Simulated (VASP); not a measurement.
LiF:

```
Li F
1.0
     2.69507    0.00000    0.00000
     0.00000    2.69507    0.00000
     0.00000    0.00000    4.45188
Li F
1 1
Direct
  0.00000 0.00000 0.00000
  0.50000 0.50000 0.00000
```

The cell was built from a structure type or drawn by symmetry, and may not be a known phase.

* Program: VASP 6.6.1
* Task: relaxation of cell and atoms
* Functional: PBE
* Potentials or basis: VASP PAW PBE potentials, release 64 (Li_sv, F)
* Cutoff: 600 eV
* k mesh: 8 × 8 × 6
* Occupations: gaussian, width 0.02 eV
* Spin: no spin polarisation

At the start: pressure -0.2 GPa; volume 16.17 Å³/atom.

**Question.** Where does the relaxation end?

**Answer.** Over 12 steps the energy falls by 3.1 meV/atom and the volume is 14.06 Å³/atom (-13.0 %); space group P4/mmm (No. 123, to 0.1 Å) before and after.

The path:
```csv
step,energy change (eV),largest force (eV/Å),pressure (GPa),volume (Å³)
1,0.0000,0.0000,-0.25,32.34
2,-0.0002,0.0000,-0.16,32.22
3,-0.0003,0.0000,0.08,31.92
4,-0.0004,0.0000,0.12,31.86
5,-0.0006,0.0000,0.15,31.70
6,-0.0011,0.0000,0.22,31.36
7,-0.0020,0.0000,0.37,30.70
8,-0.0032,0.0000,0.72,29.37
9,-0.0034,0.0000,0.68,29.32
10,-0.0042,0.0000,0.57,29.15
11,-0.0054,0.0000,0.36,28.81
12,-0.0061,0.0000,-0.05,28.12
```

Final structure:
```yaml
crystal:
  lattice:
    - [2.68953, 0.00000, 0.00000]
    - [0.00000, 2.68953, 0.00000]
    - [0.00000, 0.00000, 3.88809]
  atoms:
    - { symbol: Li, position: [0.00000, 0.00000, 0.00000] }
    - { symbol: F, position: [0.50000, 0.50000, 0.00000] }
```

Caveat: the cutoff is under 1.25 times the usual one of these potentials, so pressure, stress and relaxed cells hold a basis-set (Pulay) error.
